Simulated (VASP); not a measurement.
Al2BN3:

```
CELL_PARAMETERS angstrom
2.95896 0.00000 0.00000
-1.47948 2.56253 0.00000
0.00000 0.00000 7.23326
ATOMIC_POSITIONS crystal
B 0.00000 0.00000 0.01246
Al 0.66667 0.33333 0.67711
Al 0.33333 0.66667 0.31969
N 0.66667 0.33333 0.93888
N 0.33333 0.66667 0.57886
N 0.00000 0.00000 0.22302
```

```yaml
Program: VASP 6.6.1
Task: relaxation of cell and atoms
Functional: r2SCAN
Potentials_or_basis: VASP PAW PBE potentials, release 64 (B, Al, N)
Cutoff: 600 eV
k_mesh: 12 × 12 × 4
Occupations: fermi-dirac, width 0.02 eV
Spin: no spin polarisation
```

At the start: pressure -4.7 GPa; volume 9.14 Å³/atom.

Q: How do energy, volume and symmetry change on relaxing?

A: Over 12 steps the energy falls by 2.9 meV/atom and the volume is 8.96 Å³/atom (-1.9 %); space group P3m1 (No. 156, to 0.1 Å) before and after.

Step by step:
```tsv
step	energy change (eV)	largest force (eV/Å)	pressure (GPa)	volume (Å³)
1	0.0000	0.2414	-4.69	54.85
2	0.0031	0.4256	5.24	52.75
3	-0.0167	0.1380	-0.13	53.83
4	-0.0167	0.1432	-0.03	53.81
5	-0.0168	0.1481	0.13	53.73
6	-0.0172	0.0295	0.05	53.77
7	-0.0172	0.0284	0.05	53.77
8	-0.0172	0.0153	0.01	53.78
9	-0.0172	0.0118	0.01	53.78
10	-0.0172	0.0113	0.02	53.78
11	-0.0172	0.0087	-0.01	53.79
12	-0.0172	0.0019	0.00	53.78
```

Final structure:
```
B Al N
1.0
     2.94123    0.00000    0.00000
    -1.47061    2.54718    0.00000
     0.00000    0.00000    7.17913
B Al N
1 2 3
Direct
  0.00000 0.00000 0.01240
  0.66667 0.33333 0.67661
  0.33333 0.66667 0.31981
  0.66667 0.33333 0.93808
  0.33333 0.66667 0.57901
  0.00000 0.00000 0.22409
```

Caveat: the PAW data sets were made with another functional, which shifts forces and pressure a little.
